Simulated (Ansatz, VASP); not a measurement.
## One calculation of W, two programs

```
W
1.0
    -1.57976    1.57976    1.57976
     1.57976   -1.57976    1.57976
     1.57976    1.57976   -1.57976
W
1
Direct
  0.00000 0.00000 0.00000
```

Alike in both runs: functional PBE; dispersion D3(BJ); k mesh 18 × 18 × 18; occupations gaussian, width 0.1 eV; no spin polarisation.

Ansatz relaxed the structure, and its values are those at the end. VASP's run is a single point on that final structure, the one shown.

```csv
,VASP,Ansatz
version,VASP 6.6.1,Ansatz 0.2.0
potentials or method,"VASP PAW PBE potentials, release 64 (W_sv), cutoff 500 eV","scalar-relativistic, plane waves, PAW"
valence electrons in the cell,14,14
```

```tsv
	VASP	Ansatz	Ansatz less VASP
gap on the k mesh at the Fermi level (eV)	none	none	-
pressure (GPa)	0.5	0.0	-0.53
```

A gap of «none» marks a metal or a gap that the smearing closes.

Neither program's run includes spin-orbit coupling.
